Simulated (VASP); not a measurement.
# Co (P6_3/mmc) in VASP: notebook, part 2 of 2

VASP 6.6.1.

## 3. Relaxation of cell and atoms, PBEsol+D3(BJ), collinear spin, ferromagnetic start

File INCAR:

```
PREC = Accurate ; ENCUT = 600
EDIFF = 1E-7 ; ISMEAR = -1
SIGMA = 0.05 ; LREAL = F
LASPH = T ; NELM = 200
ALGO = Normal ; ISIF = 3
LWAVE = F ; LCHARG = F
ISPIN = 2 ; MAGMOM = 2 2
LORBIT = 11 ; LMAXMIX = 4
GGA = PS ; IVDW = 12
IBRION = 2 ; NSW = 80
EDIFFG = -0.005 ; GGA_COMPAT = F
NELMIN = 4
```

File KPOINTS:

```
Automatic mesh
0
Gamma
  12 12 7
```

File POSCAR:

```
Co
1.0
    2.4719999032      0.0000000000      0.0000000000
   -1.2359999516      2.1408147143      0.0000000000
    0.0000000000      0.0000000000      4.0211440800
Co
2
Direct
    0.6666666667      0.3333333333      0.7500000000
    0.3333333333      0.6666666667      0.2500000000
```

Potentials or basis: VASP PAW PBE potentials, release 64 (Co).

Launch:

```
$ cat potpaw_PBE.64/Co/POTCAR > POTCAR
$ mpirun -np 1 vasp_std > vasp.out
```

It took 2.5 min on 1 thread of Intel Xeon Platinum 8488C (Sapphire Rapids), shared host; peak memory 0.19 GiB.

The run converged. Its results:

```
Free energy                                           : -16.2869 eV
Relaxed volume                                        : 10.05 Å³/atom
Relaxed cell                                          : a = 2.432 Å, b = 2.432 Å, c = 3.925 Å, α = 90.00°, β = 90.00°, γ = 120.00°
Space group after relaxing (to 0.1 Å)                 : P6_3/mmc (No. 194)
Energy gained by relaxing                             : 24.9 meV/atom
Ionic steps                                           : 5
Pressure after relaxing                               : 0.1 GPa
Net moment                                            : 3.03 μB per cell
Site moments                                          : Co +1.52 μB
Valence electrons inside the program's atomic spheres : Co 8.43
Dispersion energy per atom                            : -0.411 eV
```

Step by step:
```tsv
step	energy change (eV)	largest force (eV/Å)	pressure (GPa)	volume (Å³)
1	0.0000	0.0000	-12.50	21.28
2	0.0265	0.0000	20.61	18.82
3	-0.0496	0.0000	-0.15	20.11
4	-0.0496	0.0000	0.11	20.09
5	-0.0498	0.0000	0.06	20.10
```

Final structure:
```cif
data_structure
_symmetry_space_group_name_H-M 'P 1'
_symmetry_Int_Tables_number 1
_cell_length_a 2.4316
_cell_length_b 2.4316
_cell_length_c 3.9247
_cell_angle_alpha 90.000
_cell_angle_beta 90.000
_cell_angle_gamma 120.000
_cell_volume 20.10
loop_
_atom_site_label
_atom_site_type_symbol
_atom_site_fract_x
_atom_site_fract_y
_atom_site_fract_z
_atom_site_occupancy
Co1 Co 0.66667 0.33333 0.75000 1
Co2 Co 0.33333 0.66667 0.25000 1
```

Levels at points of the mesh, in eV from the Fermi level:
Spin up:
| k point | band 8 | band 9 | band 10 | band 11 | band 12 | band 13 |
| --- | --- | --- | --- | --- | --- | --- |
| (0.00, 0.00, 0.00) | -1.90 | -1.90 | -0.65 | -0.65 | -0.14 | 7.10 |
| (0.50, 0.00, 0.00) | -0.51 | -0.39 | -0.34 | 1.54 | 3.72 | 10.30 |
Spin down:
```
           k point  band 4  band 5  band 6  band 7  band 8  band 9  band 10  band 11
(0.00, 0.00, 0.00)   -1.14   -1.14   -0.72   -0.72   -0.26   -0.26    -0.11     1.11
(0.50, 0.00, 0.00)   -2.00   -1.32   -1.19   -0.72    1.25    1.41     1.44     2.76
```

Caveat: the PAW data sets were made with another functional, which shifts forces and pressure a little.

## 4. Single point, B3LYP, collinear spin, ferromagnetic start

This run uses another cell than the first one, of 10.93 Å³/atom.

File POSCAR:

```
Co
1.0
    2.5001061414      0.0000000000      0.0000000000
   -1.2500530707      2.1651554306      0.0000000000
    0.0000000000      0.0000000000      4.0398583879
Co
2
Direct
    0.6666666667      0.3333333333      0.7500000000
    0.3333333333      0.6666666667      0.2500000000
```

File INCAR.step1:

```
PREC = Accurate ; ENCUT = 520
EDIFF = 1E-5 ; ISMEAR = -1
SIGMA = 0.05 ; LREAL = False
LASPH = True ; NELM = 150
ALGO = Normal ; ISIF = 2
LWAVE = True ; ISPIN = 2
MAGMOM = 2 2 ; LORBIT = 11
LMAXMIX = 4 ; GGA = PE
NBANDS = 20
```

File INCAR.step2:

```
PREC = Accurate ; ENCUT = 520
EDIFF = 1E-6 ; ISMEAR = -1
SIGMA = 0.05 ; LREAL = False
LASPH = True ; NELM = 150
ALGO = Normal ; ISIF = 2
LWAVE = False ; LCHARG = True
ISPIN = 2 ; MAGMOM = 2 2
LORBIT = 11 ; LMAXMIX = 4
GGA = B3 ; LHFCALC = True
AEXX = 0.2 ; AGGAX = 0.72
AGGAC = 0.81 ; ALDAC = 0.19
PRECFOCK = Normal ; LELF = True
LVHAR = True ; ISTART = 1
NBANDS = 20
```

File KPOINTS:

```
Automatic mesh
0
Gamma
  6 6 4
```

Launch:

```
$ cat potpaw_PBE.64/Co/POTCAR > POTCAR
$ cp INCAR.step1 INCAR
$ mpirun -np 1 vasp_std > vasp.out
$ cp INCAR.step2 INCAR
$ mpirun -np 1 vasp_std > vasp.out
```

It took 2.3 h on 1 thread of Oxide Virtual Turin-like, shared host; peak memory 0.13 GiB.

The run converged. Its results:

```yaml
Free_energy: -16.8403 eV
Pressure: 0.0 GPa
Net_moment: 3.35 μB per cell
Site_moments: Co +1.73 μB
Valence_electrons_inside_the_program's_atomic_spheres: Co 8.31
```

Stress tensor (GPa, compression positive):
```
-1.09  0.00  0.00
 0.00 -1.09  0.00
 0.00  0.00  2.24
```

Levels at points of the mesh, in eV from the Fermi level:
Spin up:
```
           k point  band 7  band 8  band 9  band 10  band 11  band 12  band 13  band 14  band 15  band 16
(0.00, 0.00, 0.00)   -4.48   -4.23   -4.23    -3.00    -3.00     0.40     6.87    23.37    25.76    25.76
(0.50, 0.00, 0.00)   -4.10   -2.84   -2.77    -2.66     1.23     3.57    10.58    11.29    13.76    15.02
(0.00, 0.00, 0.50)   -4.82   -4.82   -3.39    -3.39    -3.36    -3.36    16.16    16.16    24.08    24.08
(0.50, 0.00, 0.50)   -3.06   -3.05   -2.70    -2.69     2.01     2.01     7.85     7.87    19.50    19.50
```
Spin down:
| k point | band 3 | band 4 | band 5 | band 6 | band 7 | band 8 | band 9 | band 10 | band 11 | band 12 |
| --- | --- | --- | --- | --- | --- | --- | --- | --- | --- | --- |
| (0.00, 0.00, 0.00) | -1.62 | -1.54 | -1.54 | -1.18 | -1.18 | -0.79 | -0.32 | -0.32 | 1.95 | 1.95 |
| (0.50, 0.00, 0.00) | -4.15 | -2.57 | -1.72 | -1.48 | -1.14 | 2.02 | 2.12 | 2.35 | 3.40 | 5.19 |
| (0.00, 0.00, 0.50) | -2.25 | -2.25 | -1.77 | -1.77 | -1.64 | -1.64 | 1.48 | 1.48 | 1.60 | 1.60 |
| (0.50, 0.00, 0.50) | -3.31 | -3.20 | 0.24 | 0.40 | 0.44 | 0.46 | 2.10 | 2.11 | 2.90 | 2.97 |

Caveat: the k points lie up to 0.48 Å⁻¹ apart; the PAW data sets were made with another functional, which shifts forces and pressure a little.

## 5. Single point, B3LYP, collinear spin, ferromagnetic start

File POSCAR:

```
Co
1.0
    2.4719999032      0.0000000000      0.0000000000
   -1.2359999516      2.1408147143      0.0000000000
    0.0000000000      0.0000000000      4.0211440800
Co
2
Direct
    0.6666666667      0.3333333333      0.7500000000
    0.3333333333      0.6666666667      0.2500000000
```

File INCAR.step1:

```
ALGO = Normal ; EDIFF = 1E-5
ENCUT = 520 ; GGA = PE
ISIF = 2 ; ISMEAR = -1
ISPIN = 2 ; LASPH = True
LMAXMIX = 4 ; LORBIT = 11
LREAL = False ; LWAVE = True
MAGMOM = 2 2 ; NBANDS = 20
NELM = 150 ; PREC = Accurate
SIGMA = 0.05
```

File INCAR.step2:

```
AEXX = 0.2 ; AGGAC = 0.81
AGGAX = 0.72 ; ALDAC = 0.19
ALGO = Normal ; EDIFF = 1E-6
ENCUT = 520 ; GGA = B3
ISIF = 2 ; ISMEAR = -1
ISPIN = 2 ; ISTART = 1
LASPH = True ; LCHARG = True
LELF = True ; LHFCALC = True
LMAXMIX = 4 ; LORBIT = 11
LREAL = False ; LVHAR = True
LWAVE = False ; MAGMOM = 2 2
NBANDS = 20 ; NELM = 150
PREC = Accurate ; PRECFOCK = Normal
SIGMA = 0.05
```

File KPOINTS:

```
k-points
0
Gamma
  6 6 4
```

Potentials or basis: VASP PAW PBE potentials, release 64 (Co).

Launch:

```
$ cat potpaw_PBE.64/Co/POTCAR > POTCAR
$ cp INCAR.step1 INCAR
$ mpirun -np 1 vasp_std > vasp.out
$ cp INCAR.step2 INCAR
$ mpirun -np 1 vasp_std > vasp.out
```

OUTCAR:

```text
AEXX = 0.2
   EDIFF = 1E-6
   ENCUT = 520
   GGA = B3
   ISIF = 2
   ISMEAR = -1
   ISPIN = 2
   ISTART = 1
   LASPH = True
   LHFCALC = True
   LORBIT = 11
   LREAL = False
   NELM = 150
   PREC = Accurate
   PRECFOCK = Normal

 ion  position               nearest neighbor table
   1  0.667  0.333  0.750-   2 2.47   2 2.47   2 2.47   2 2.47   2 2.47   2 2.47
   2  0.333  0.667  0.250-   1 2.47   1 2.47   1 2.47   1 2.47   1 2.47   1 2.47

  LATTYP: Found a hexagonal cell.
 ALAT       =     2.4719999032
 C/A-ratio  =     1.6266764715

  Lattice vectors:

 A1 = (   2.4719999032,   0.0000000000,   0.0000000000)
 A2 = (  -1.2359999516,   2.1408147143,   0.0000000000)
[... 1185 lines left out ...]
 -----------------------------------------------------------------------------
  energy-cutoff  :      520.00
  volume of cell :       21.28
      direct lattice vectors                 reciprocal lattice vectors
     2.471999903  0.000000000  0.000000000     0.404530760  0.233555943  0.000000000
    -1.235999952  2.140814714  0.000000000     0.000000000  0.467111887  0.000000000
     0.000000000  0.000000000  4.021144080     0.000000000  0.000000000  0.248685444

 POSITION                                       TOTAL-FORCE (eV/Angst)
 -----------------------------------------------------------------------------------
      1.23600      0.71360      3.01586         0.000000      0.000000     -0.000000
     -0.00000      1.42721      1.00529        -0.000000     -0.000000      0.000000
 -----------------------------------------------------------------------------------
    total drift:                               -0.000003      0.000002      0.000000

  FREE ENERGIE OF THE ION-ELECTRON SYSTEM (eV)
  ---------------------------------------------------
  free  energy   TOTEN  =       -16.8170781312 eV

  energy  without entropy=      -16.8109750492  energy(sigma->0) =      -16.81402659

 total charge

# of ion       s       p       d       tot
------------------------------------------
    1        0.492   0.513   7.361   8.365
    2        0.492   0.513   7.361   8.365
--------------------------------------------------
tot          0.983   1.026  14.722  16.731

 magnetization (x)

# of ion       s       p       d       tot
------------------------------------------
    1       -0.033  -0.112   1.861   1.716
    2       -0.033  -0.112   1.861   1.716
--------------------------------------------------
tot         -0.067  -0.223   3.723   3.432
```

Run time: 70 min. Hardware: 1 thread of Oxide Virtual Turin-like, shared host; peak memory 0.13 GiB.

Results:

| Item | Value |
| --- | --- |
| Free energy | -16.8171 eV |
| Pressure | 6.1 GPa |
| Net moment | 3.35 μB per cell |
| Site moments | Co +1.72 μB |
| Valence electrons inside the program's atomic spheres | Co 8.37 |

Stress tensor (GPa, compression positive):
```
5.75 0.00 0.00
0.00 5.75 0.00
0.00 0.00 6.68
```

Caveat: the k points lie up to 0.49 Å⁻¹ apart; the PAW data sets were made with another functional, which shifts forces and pressure a little.

## 6. Summary

| task | level | cell | k mesh | cutoff (eV) | smearing | grid for exact exchange (PRECFOCK) | share of exact exchange | gap on the mesh (eV) | pressure (GPa) | moment (μB) |
| --- | --- | --- | --- | --- | --- | --- | --- | --- | --- | --- |
| single point | PBE | a = 2.472, b = 2.472, c = 4.021 Å, angles 90.0, 90.0, 120.0°, 2 atoms | 12 × 12 × 7 | 600 | gaussian 0.022 eV | - | - | none | 3.8 | 3.21 |
| relaxation of cell and atoms | PBEsol+D3(BJ) | relaxed from a = 2.472, b = 2.472, c = 4.021 Å, angles 90.0, 90.0, 120.0°, 2 atoms | 12 × 12 × 7 | 600 | fermi-dirac 0.05 eV | - | - | none | 0.1 | 3.03 |
| single point | B3LYP | a = 2.500, b = 2.500, c = 4.040 Å, angles 90.0, 90.0, 120.0°, 2 atoms | 6 × 6 × 4 | 520 | fermi-dirac 0.05 eV | Normal | 0.2 | none | 0.0 | 3.35 |
| single point | B3LYP | a = 2.472, b = 2.472, c = 4.021 Å, angles 90.0, 90.0, 120.0°, 2 atoms | 6 × 6 × 4 | 520 | fermi-dirac 0.05 eV | Normal | 0.2 | none | 6.1 | 3.35 |

Alike in all rows: potentials or basis VASP PAW PBE potentials, release 64 (Co); spin collinear, ferromagnetic start.

Caveats: some runs use coarse meshes; the PAW data sets were made with another functional, which shifts forces and pressure a little (at least some runs); the cell stands under pressure (at least some runs).

Total energies depend on the potentials used, so only differences within one code and one set of settings carry meaning.
